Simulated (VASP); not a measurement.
# Au (Im-3m) in VASP: a series of runs

Au is run at these levels: PBEsol; tasks: single point, relaxation of cell and atoms.

Program: VASP 6.6.1. These are calculated values, not measurements. Logs are shortened: lines on timing, memory, paths and dates and some standing lists are left out, and cuts for length are marked.

## Step 1: The cell of the first run

It takes space group Im-3m (No. 229, cubic). Conventional cell: a = 3.241 Å, b = 3.241 Å, c = 3.241 Å, α = 90.00°, β = 90.00°, γ = 90.00°. Within 3.7 Å of Au (site symmetry m-3m) lie 14 Au at 2.81 to 3.24 Å.

## Step 2: Single point, PBEsol

File INCAR:

```
SYSTEM = Au
  ALGO = Normal
  EDIFF = 1E-6
  ENCUT = 500
  GGA = PS
  GGA_COMPAT = .False.
  ISIF = 2
  ISMEAR = 0
  LASPH = .True.
  LCHARG = .False.
  LREAL = .False.
  LWAVE = .False.
  NBANDS = 12
  NELM = 120
  PREC = Accurate
  SIGMA = 0.1
```

File KPOINTS:

```
k-points
0
Gamma
  8 8 8
  0 0 0
```

File POSCAR:

```
Au
1.0
   -1.6205996786      1.6205996786      1.6205996786
    1.6205996786     -1.6205996786      1.6205996786
    1.6205996786      1.6205996786     -1.6205996786
Au
1
Direct
    0.0000000000      0.0000000000      0.0000000000
```

Potentials or basis: VASP PAW PBE potentials, release 64 (Au).

Started as:

```console
> cat potpaw_PBE.64/Au/POTCAR > POTCAR
> mpirun -np 1 vasp_std > vasp.out
```

OUTCAR:

```text
SYSTEM = Au
   EDIFF = 1E-6
   ENCUT = 500
   GGA = PS
   ISIF = 2
   ISMEAR = 0
   LASPH = .True.
   LREAL = .False.
   NELM = 120
   PREC = Accurate

 ion  position               nearest neighbor table
   1  0.000  0.000  0.000-

  LATTYP: Found a body centered cubic cell.
 ALAT       =     3.2411993572

  Lattice vectors:

 A1 = (  -1.6205996786,   1.6205996786,   1.6205996786)
 A2 = (   1.6205996786,  -1.6205996786,   1.6205996786)
 A3 = (   1.6205996786,   1.6205996786,  -1.6205996786)

Analysis of symmetry for initial positions (statically):
=====================================================================
 Subroutine PRICEL returns:
 Original cell was already a primitive cell.

 Routine SETGRP: Setting up the symmetry group for a
 body centered cubic supercell.

 Subroutine GETGRP returns: Found 48 space group operations
 (whereof 48 operations were pure point group operations)
 out of a pool of 48 trial point group operations.

The static configuration has the point symmetry O_h .

Analysis of symmetry for dynamics (positions and initial velocities):
=====================================================================
 Subroutine PRICEL returns:
 Original cell was already a primitive cell.

 Routine SETGRP: Setting up the symmetry group for a
 body centered cubic supercell.

 Subroutine GETGRP returns: Found 48 space group operations
 (whereof 48 operations were pure point group operations)
 out of a pool of 48 trial point group operations.

The dynamic configuration has the point symmetry O_h .

 Subroutine INISYM returns: Found 48 space group operations
 (whereof 48 operations are pure point group operations),
 and found     1 'primitive' translations

----------------------------------------------------------------------------------------

                                     Primitive cell

  volume of cell :      17.0250

  direct lattice vectors                    reciprocal lattice vectors
    -1.620599679  1.620599679  1.620599679     0.000000000  0.308527767  0.308527767
     1.620599679 -1.620599679  1.620599679     0.308527767  0.000000000  0.308527767
     1.620599679  1.620599679 -1.620599679     0.308527767  0.308527767  0.000000000

  length of vectors
     2.806960982  2.806960982  2.806960982     0.436324152  0.436324152  0.436324152

  position of ions in fractional coordinates (direct lattice)
     0.000000000  0.000000000  0.000000000

  ion indices of the primitive-cell ions
   primitive index   ion index
                 1           1

----------------------------------------------------------------------------------------

 KPOINTS: k-points

Automatic generation of k-mesh.
 Grid dimensions read from file:
 generate k-points for:    8    8    8

 Generating k-lattice:

  Cartesian coordinates                     Fractional coordinates (reciprocal lattice)
     0.000000000  0.038565971  0.038565971     0.125000000  0.000000000  0.000000000
     0.038565971  0.000000000  0.038565971     0.000000000  0.125000000  0.000000000
     0.038565971  0.038565971  0.000000000     0.000000000  0.000000000  0.125000000

  Length of vectors
     0.054540519  0.054540519  0.054540519

  Shift w.r.t. Gamma in fractional coordinates (k-lattice)
     0.000000000  0.000000000  0.000000000

 Subroutine IBZKPT returns following result:
 ===========================================

 Found     29 irreducible k-points:

 Following reciprocal coordinates:
            Coordinates               Weight
  0.000000  0.000000  0.000000      1.000000
  0.125000  0.000000  0.000000     12.000000
  0.250000  0.000000  0.000000     12.000000
  0.375000  0.000000  0.000000     12.000000
  0.500000  0.000000  0.000000      6.000000
  0.125000  0.125000  0.000000     24.000000
[... 16 lines left out ...]
 -0.250000  0.250000  0.250000      6.000000
 -0.375000  0.375000  0.250000     24.000000
 [... further k-points ...]
   k-points           NKPTS =     29   k-points in BZ     NKDIM =     29   number of bands    NBANDS=     12
   number of dos      NEDOS =    301   number of ions     NIONS =      1
   total plane-waves  NPLWV =   8000
   dimension x,y,z NGX =    20 NGY =   20 NGZ =   20
   dimension x,y,z NGXF=    40 NGYF=   40 NGZF=   40
   ions per type =               1
   NGX,Y,Z   is equivalent  to a cutoff of  11.85, 11.85, 11.85 a.u.
   NGXF,Y,Z  is equivalent  to a cutoff of  23.69, 23.69, 23.69 a.u.
 SYSTEM =  Au
   PREC   = accura    normal or accurate (medium, high low for compatibility)
   ISTART =      0    job   : 0-new  1-cont  2-samecut
   ICHARG =      2    charge: 1-file 2-atom 10-const
   ISPIN  =      1    spin polarized calculation?
   LNONCOLLINEAR =      F non collinear calculations
   LSORBIT =      F    spin-orbit coupling
   LASPH  =      T    aspherical Exc in radial PAW
   ENCUT  =  500.0 eV  36.75 Ry    6.06 a.u.   5.12  5.12  5.12*2*pi/ulx,y,z
   NELM   =    120;   NELMIN=  2; NELMDL= -5     # of ELM steps
   EDIFF  = 0.1E-05   stopping-criterion for ELM
   LREAL  =      F    real-space projection
   EDIFFG = 0.1E-04   stopping-criterion for IOM
   NSW    =      0    number of steps for IOM
   IBRION =     -1    ionic relax: 0-MD 1-quasi-New 2-CG
   NFREE  =      0    steps in history (QN), initial steepest desc. (CG)
   ISIF   =      2    stress and relaxation
   ISYM   =      2    0-nonsym 1-usesym 2-fastsym
   POTIM  = 0.5000    time-step for ionic-motion
   TEBEG  =    0.0;   TEEND  =   0.0 temperature during run
   PSTRESS=    0.0 pullay stress
   NELECT =      11.0000    total number of electrons
   NUPDOWN=      -1.0000    fix difference up-down
   EMIN   =  10.00;   EMAX   =-10.00  energy-range for DOS
   EFERMI =   0.00;   METHOD = LEGACY
   ISMEAR =     0;   SIGMA  =   0.10  broadening in eV -4-tet -1-fermi 0-gaus
   EFERMI_NEDOS =   21; number of points for ismear=-14 and -15
   IALGO  =     38    algorithm
   IMIX   =      4    mixing-type and parameters
     AMIX     =   0.40;   BMIX     =  1.00
     AMIX_MAG =   1.60;   BMIX_MAG =  1.00
  volume/ion in A,a.u.               =      17.03       114.89
  Fermi-wavevector in a.u.,A,eV,Ry     =   1.415283  2.674497 27.252826  2.003026
  Thomas-Fermi vector in A             =   2.536738
   LORBIT       =      0    0 simple, 1 ext, 2 COOP (PROOUT), +10 PAW based schemes
   GGA     = PS    functional components
   LHFCALC =     F    Hartree Fock is set to
   AEXX    =    0.0000 exact exchange contribution
   IVDW    =     0    specifies the selected vdW correction
   LEPSILON=     F    determine dielectric tensor
   LRPA    =     F    only Hartree local field effects (RPA)
 non-spin polarized calculation
 Gauss-broadening in eV      SIGMA  =   0.10
  energy-cutoff  :      500.00
  volume of cell :       17.03
 maximum number of plane-waves:       456
   NGX = 11   NGY = 11   NGZ = 11

 number of electron      11.0000003 magnetization

 Free energy of the ion-electron system (eV)
  ---------------------------------------------------
  ext. energy  EPLUGINS =         0.00000000
  ---------------------------------------------------
  free energy    TOTEN  =        -3.86686581 eV

  energy without entropy =       -3.85988988  energy(sigma->0) =       -3.86337784

 E-fermi :   9.5025     XC(G=0): -12.8965

 val. band max:        9.1233670598   @ k =  -0.3750   0.3750   0.2500
 cond. band min:       9.5152781390   @ k =   0.3750   0.1250   0.0000
 fundamental gap:      0.3919110792
 Fermi energy:         9.5024670874

 k-point     1 :       0.0000    0.0000    0.0000
  band No.  band energies     occupation
      1      -0.6255      2.00000
      2       4.4066      2.00000
      3       4.4066      2.00000
      4       4.4066      2.00000
      5       6.3639      2.00000
      6       6.3639      2.00000
      7      25.7977      0.00000
      8      25.7977      0.00000
      9      25.7977      0.00000
     10      33.6241      0.00000
     11      33.6241      0.00000
     12      33.6241      0.00000

 k-point     2 :       0.1250    0.0000    0.0000
  band No.  band energies     occupation
      1      -0.0616      2.00000
      2       4.2292      2.00000
      3       4.4164      2.00000
      4       4.8110      2.00000
      5       6.1759      2.00000
      6       6.3784      2.00000
      7      25.4381      0.00000
      8      25.7862      0.00000
      9      26.5266      0.00000
     10      30.1295      0.00000
     11      30.5646      0.00000
     12      31.7446      0.00000

 k-point     3 :       0.2500    0.0000    0.0000
  band No.  band energies     occupation
      1       1.2947      2.00000
      2       3.8260      2.00000
      3       4.5709      2.00000
      4       5.9048      2.00000
      5       6.0385      2.00000
      6       6.4349      2.00000
      7      21.4467      0.00000
      8      24.2477      0.00000
      9      27.9560      0.00000
     10      28.4095      0.00000
     11      29.5105      0.00000
     12      31.0386      0.00000
[... 286 lines left out ...]
 k-point    23 :      -0.2500    0.2500    0.2500
  band No.  band energies     occupation
      1       2.8812      2.00000
      2       4.2167      2.00000
      3       5.0463      2.00000
      4       5.0463      2.00000
      5       5.8362      2.00000
      6       7.3307      2.00000
      7      21.9629      0.00000
      8      23.1266      0.00000
      9      23.1266      0.00000
     10      24.8775      0.00000
     11      33.6488      0.00000
     12      33.6488      0.00000

 k-point    24 :      -0.3750    0.3750    0.2500
  band No.  band energies     occupation
      1       3.2302      2.00000
      2       3.6756      2.00000
      3       5.0556      2.00000
      4       5.5881      2.00000
      5       6.9938      2.00000
      6       9.1234      2.00000
      7      17.6960      0.00000
      8      20.5780      0.00000
      9      22.9075      0.00000
     10      25.9651      0.00000
     11      31.9810      0.00000
     12      34.6064      0.00000

 [... further k-points ...]

------------------------ aborting loop because EDIFF is reached ----------------------------------------

  FORCE on cell =-STRESS in cart. coord.  units (eV):
  Direction    XX          YY          ZZ          XY          YZ          ZX
  --------------------------------------------------------------------------------------
  -------------------------------------------------------------------------------------
  Total       -0.0269841     -0.0269841     -0.0269841      0.0000000      0.0000000     -0.0000000
  in kB       -2.5393967     -2.5393967     -2.5393967      0.0000000      0.0000000     -0.0000000
  external PRESSURE =      -2.5393967 kB  Pullay stress =       0.0000000 kB

 VOLUME and BASIS-vectors are now :
 -----------------------------------------------------------------------------
  energy-cutoff  :      500.00
  volume of cell :       17.03
      direct lattice vectors                 reciprocal lattice vectors
    -1.620599679  1.620599679  1.620599679     0.000000000  0.308527767  0.308527767
     1.620599679 -1.620599679  1.620599679     0.308527767  0.000000000  0.308527767
     1.620599679  1.620599679 -1.620599679     0.308527767  0.308527767  0.000000000

 POSITION                                       TOTAL-FORCE (eV/Angst)
 -----------------------------------------------------------------------------------
      0.00000      0.00000      0.00000         0.000000      0.000000      0.000000
 -----------------------------------------------------------------------------------
    total drift:                                0.000000      0.000000      0.000000

  FREE ENERGIE OF THE ION-ELECTRON SYSTEM (eV)
  ---------------------------------------------------
  free  energy   TOTEN  =        -3.8668658110 eV

  energy  without entropy=       -3.8598898765  energy(sigma->0) =       -3.86337784
```

It took 8.9 s on 1 thread of Intel Xeon 8259CL, shared host; peak memory 0.13 GiB.

Results:

- Free energy: -3.8669 eV
- Pressure: -0.3 GPa

Caveat: the PAW data sets were made with another functional, which shifts forces and pressure a little; spin-orbit coupling is left out, which moves the levels of the heavy elements.

## Step 3: Single point, PBEsol

This run uses another cell than the first one, of 18.21 Å³/atom, 1.069 times its volume.

File INCAR:

```
SYSTEM = Au
PREC = Accurate ; ENCUT = 500
EDIFF = 1E-6 ; ISMEAR = 0
SIGMA = 0.1 ; LREAL = .False.
LASPH = .True. ; NELM = 120
ALGO = Normal ; ISIF = 2
LWAVE = .False. ; LCHARG = .False.
GGA = PS ; NBANDS = 12
GGA_COMPAT = .False.
```

File KPOINTS:

```
Automatic mesh
0
Gamma
  8 8 8
  0 0 0
```

File POSCAR:

```
Au
1.0
   -1.6572690000      1.6572690000      1.6572690000
    1.6572690000     -1.6572690000      1.6572690000
    1.6572690000      1.6572690000     -1.6572690000
Au
1
Direct
    0.0000000000      0.0000000000      0.0000000000
```

Potentials or basis: VASP PAW PBE potentials, release 64 (Au).

Started as:

```console
> cat potpaw_PBE.64/Au/POTCAR > POTCAR
> mpirun -np 1 vasp_std > vasp.out
```

OUTCAR:

```text
SYSTEM = Au
   PREC = Accurate
   ENCUT = 500
   EDIFF = 1E-6
   ISMEAR = 0
   LREAL = .False.
   LASPH = .True.
   NELM = 120
   ISIF = 2
   GGA = PS

 ion  position               nearest neighbor table
   1  0.000  0.000  0.000-

  LATTYP: Found a body centered cubic cell.
 ALAT       =     3.3145380000

  Lattice vectors:

 A1 = (  -1.6572690000,   1.6572690000,   1.6572690000)
 A2 = (   1.6572690000,  -1.6572690000,   1.6572690000)
 A3 = (   1.6572690000,   1.6572690000,  -1.6572690000)

Analysis of symmetry for initial positions (statically):
=====================================================================
 Subroutine PRICEL returns:
 Original cell was already a primitive cell.

 Routine SETGRP: Setting up the symmetry group for a
 body centered cubic supercell.

 Subroutine GETGRP returns: Found 48 space group operations
 (whereof 48 operations were pure point group operations)
 out of a pool of 48 trial point group operations.

The static configuration has the point symmetry O_h .

Analysis of symmetry for dynamics (positions and initial velocities):
[... 167 lines left out ...]
      1      -1.0151      2.00000
      2       3.6877      2.00000
      3       3.6877      2.00000
      4       3.6877      2.00000
      5       5.4437      2.00000
      6       5.4437      2.00000
      7      24.6882      0.00000
      8      24.6882      0.00000
      9      24.6882      0.00000
     10      31.3286      0.00000
     11      31.3286      0.00000
     12      31.3286      0.00000
[... 331 lines left out ...]
 k-point    24 :      -0.3750    0.3750    0.2500
  band No.  band energies     occupation
      1       2.6576      2.00000
      2       3.0681      2.00000
      3       4.2842      2.00000
      4       4.7625      2.00000
      5       6.0025      2.00000
      6       8.0558      2.00000
      7      16.2090      0.00000
      8      19.0392      0.00000
      9      21.2898      0.00000
     10      24.3382      0.00000
     11      30.0166      0.00000
     12      32.7873      0.00000

 [... further k-points ...]

------------------------ aborting loop because EDIFF is reached ----------------------------------------

  FORCE on cell =-STRESS in cart. coord.  units (eV):
  Direction    XX          YY          ZZ          XY          YZ          ZX
  --------------------------------------------------------------------------------------
  -------------------------------------------------------------------------------------
  Total       -1.0950504     -1.0950504     -1.0950504      0.0000000     -0.0000000      0.0000000
  in kB      -96.3619715    -96.3619715    -96.3619715      0.0000000     -0.0000000      0.0000000
  external PRESSURE =     -96.3619715 kB  Pullay stress =       0.0000000 kB

 VOLUME and BASIS-vectors are now :
 -----------------------------------------------------------------------------
  energy-cutoff  :      500.00
  volume of cell :       18.21
      direct lattice vectors                 reciprocal lattice vectors
    -1.657269000  1.657269000  1.657269000     0.000000000  0.301701172  0.301701172
     1.657269000 -1.657269000  1.657269000     0.301701172  0.000000000  0.301701172
     1.657269000  1.657269000 -1.657269000     0.301701172  0.301701172  0.000000000

 POSITION                                       TOTAL-FORCE (eV/Angst)
 -----------------------------------------------------------------------------------
      0.00000      0.00000      0.00000         0.000000      0.000000     -0.000000
 -----------------------------------------------------------------------------------
    total drift:                               -0.000000      0.000000     -0.000000

  FREE ENERGIE OF THE ION-ELECTRON SYSTEM (eV)
  ---------------------------------------------------
  free  energy   TOTEN  =        -3.8284531500 eV

  energy  without entropy=       -3.8212644322  energy(sigma->0) =       -3.82485879
```

Wall time 8.6 s (1 thread of AMD EPYC 7R43 (Zen 3), shared host); peak memory 0.11 GiB.

Results:

```
Free energy : -3.8285 eV
Pressure    : -9.6 GPa
```

Levels at points of the mesh, in eV from the Fermi level:
```csv
k point,band 1,band 2,band 3,band 4,band 5,band 6,band 7,band 8,band 9,band 10
"(0.00, 0.00, 0.00)",-9.40,-4.70,-4.70,-4.70,-2.94,-2.94,16.30,16.30,16.30,22.94
"(0.50, 0.00, 0.00)",-6.86,-5.68,-3.08,-2.77,-1.58,-0.59,3.00,12.13,13.24,20.68
"(0.50, 0.50, 0.50)",-6.44,-6.44,-1.92,-1.92,-1.92,6.01,6.01,6.01,8.74,15.11
```

Caveat: the PAW data sets were made with another functional, which shifts forces and pressure a little; spin-orbit coupling is left out, which moves the levels of the heavy elements.

(Part 1 of 2 ends here.)
